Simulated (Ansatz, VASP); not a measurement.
## Two plane-wave programs on AlO

```
Al O
1.0
     3.14370    0.00000    0.00000
    -1.57185    2.72253    0.00000
     0.00000    0.00000   10.51480
Al O
4 4
Direct
  0.33333 0.66667 0.12500
  0.66667 0.33333 0.62500
  0.33333 0.66667 0.37500
  0.66667 0.33333 0.87500
  0.00000 0.00000 0.00000
  0.00000 0.00000 0.50000
  0.66667 0.33333 0.25000
  0.33333 0.66667 0.75000
```

Alike in both runs: task relaxation of cell and atoms; functional PBE; k mesh 6 × 6 × 2; occupations gaussian, width 0.1 eV; no spin polarisation.

|  | VASP | Ansatz |
| --- | --- | --- |
| version | VASP 6.6.1 | Ansatz 0.2.0 |
| potentials or method | VASP PAW PBE potentials, release 64 (Al, O), cutoff 600 eV | scalar-relativistic, plane waves, PAW |
| valence electrons in the cell | 36 | 36 |

```tsv
	VASP	Ansatz	Ansatz less VASP
gap on the k mesh at the Fermi level, each at its own relaxed structure (eV)	none	none	-
relaxed volume (Å³/atom)	10.56	10.58	+0.022
relaxed length of the cell vector where the two differ most in proportion (Å)	11.670	11.686	+0.0159
```

A gap of «none» marks a metal or a gap that the smearing closes.

The k mesh is coarse, so the values compare programs but aren't converged.
